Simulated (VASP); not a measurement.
Set up this calculation in VASP 6.6.1, as the native input.

```
Task                   : single point
Functional             : r2SCAN
Potentials or basis    : VASP PAW PBE potentials, release 64 (Mg, S)
Cutoff                 : 520 eV
k mesh                 : 8 × 8 × 8
Occupations            : gaussian, width 0.01 eV
Spin                   : no spin polarisation
Dipole correction      : no
Further INCAR settings : ALGO = Normal; EDIFF = 1e-07; NBANDS = 11
```

The system is MgS.

```
Mg S
1.0
     2.57563    2.57563    0.00000
    -2.57563    2.57563    0.00000
     0.00000    2.57563    2.61726
Mg S
1 1
Direct
  0.00000 0.00000 0.00000
  0.50000 0.50000 0.00000
```

This cell differs from its parent crystal: in-plane strain -0.01, then relaxed in part.

These files were run (other wordings do the same):

POSCAR

```
MgS
1.0
    2.5756335000      2.5756335000      0.0000000000
   -2.5756335000      2.5756335000      0.0000000000
    0.0000000000      2.5756335000      2.6172599000
Mg S
1 1
Direct
    0.0000000000      0.0000000000      0.0000000000
    0.5000000000      0.5000000000      0.0000000000
```

INCAR.step1

```
SYSTEM = MgS
ALGO = Normal
EDIFF = 1E-4
ENCUT = 520
GGA = PE
ISMEAR = 0
LASPH = .TRUE.
LCHARG = .FALSE.
LREAL = .FALSE.
LWAVE = .TRUE.
NBANDS = 11
NELM = 60
PREC = Accurate
SIGMA = 0.01
```

INCAR.step2

```
SYSTEM = MgS
ALGO = Normal
EDIFF = 1E-7
ENCUT = 520
ISIF = 2
ISMEAR = 0
ISTART = 1
LASPH = .TRUE.
LCHARG = .FALSE.
LMIXTAU = .TRUE.
LREAL = .FALSE.
LWAVE = .FALSE.
METAGGA = R2SCAN
NBANDS = 11
NELM = 60
PREC = Accurate
SIGMA = 0.01
```

KPOINTS

```
k-points
0
G
  8 8 8
  0 0 0
```

Potentials or basis: VASP PAW PBE potentials, release 64 (Mg, S).

The run is started by

```bash
$ cat potpaw_PBE.64/Mg/POTCAR potpaw_PBE.64/S/POTCAR > POTCAR
$ cp INCAR.step1 INCAR
$ mpirun -np 1 vasp_std > vasp.out
$ cp INCAR.step2 INCAR
$ mpirun -np 1 vasp_std > vasp.out
```

Results of the run:

The pressure is 0.7 GPa. The band gap on the k mesh is 3.39 eV, indirect (least direct gap 4.69 eV).

Caveat: the cell differs from its parent crystal (in-plane strain -0.01, then relaxed in part); the PAW data sets were made with another functional, which shifts forces and pressure a little.

It took 67 s on 1 thread of Intel(R) Xeon(R) 6975P-C (Granite Rapids), with other jobs on the host, peak memory 0.18 GiB.
